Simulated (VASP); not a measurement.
Crystal: IrRu.

```
Ir Ru
1.0
     2.72491    0.00000    0.00000
    -1.36246    2.35984    0.00000
     0.00000    0.00000    4.33070
Ir Ru
1 1
Direct
  0.00000 0.00000 0.50000
  0.66667 0.33333 0.00000
```

- Program: VASP 6.6.1
- Task: relaxation of cell and atoms
- Functional: PBEsol
- Potentials or basis: VASP PAW PBE potentials, release 64 (Ir, Ru_pv)
- Cutoff: 600 eV
- k mesh: 14 × 14 × 8
- Occupations: gaussian, width 0.05 eV
- Spin: no spin polarisation

At the start: pressure -5.7 GPa; volume 13.92 Å³/atom.

Where does the relaxation end?

Over 14 steps the energy falls by 4.0 meV/atom and the volume is 13.70 Å³/atom (-1.6 %); space group P-6m2 (No. 187, to 0.1 Å) before and after.

The path:
| step | energy change (eV) | largest force (eV/Å) | pressure (GPa) | volume (Å³) |
| --- | --- | --- | --- | --- |
| 1 | 0.0000 | 0.0000 | -5.71 | 27.85 |
| 2 | 0.0995 | 0.0000 | 24.19 | 25.90 |
| 3 | -0.0081 | 0.0000 | -0.15 | 27.42 |
| 4 | -0.0081 | 0.0000 | -0.01 | 27.41 |
| 5 | -0.0081 | 0.0000 | 0.11 | 27.40 |
| 6 | -0.0081 | 0.0000 | 0.12 | 27.39 |
| 7 | -0.0081 | 0.0000 | 0.12 | 27.40 |
| 8 | -0.0081 | 0.0000 | 0.12 | 27.40 |
| 9 | -0.0081 | 0.0000 | 0.12 | 27.40 |
| 10 | -0.0081 | 0.0000 | 0.12 | 27.40 |
| 11 | -0.0081 | 0.0000 | 0.12 | 27.40 |
| 12 | -0.0081 | 0.0000 | 0.12 | 27.40 |
| 13 | -0.0081 | 0.0000 | -0.27 | 27.43 |
| 14 | -0.0081 | 0.0000 | -0.01 | 27.40 |

Final structure:
```
Ir Ru
1.0
     2.70939    0.00000    0.00000
    -1.35470    2.34640    0.00000
     0.00000    0.00000    4.31076
Ir Ru
1 1
Direct
  0.00000 0.00000 0.50000
  0.66667 0.33333 0.00000
```

Caveat: the PAW data sets were made with another functional, which shifts forces and pressure a little.
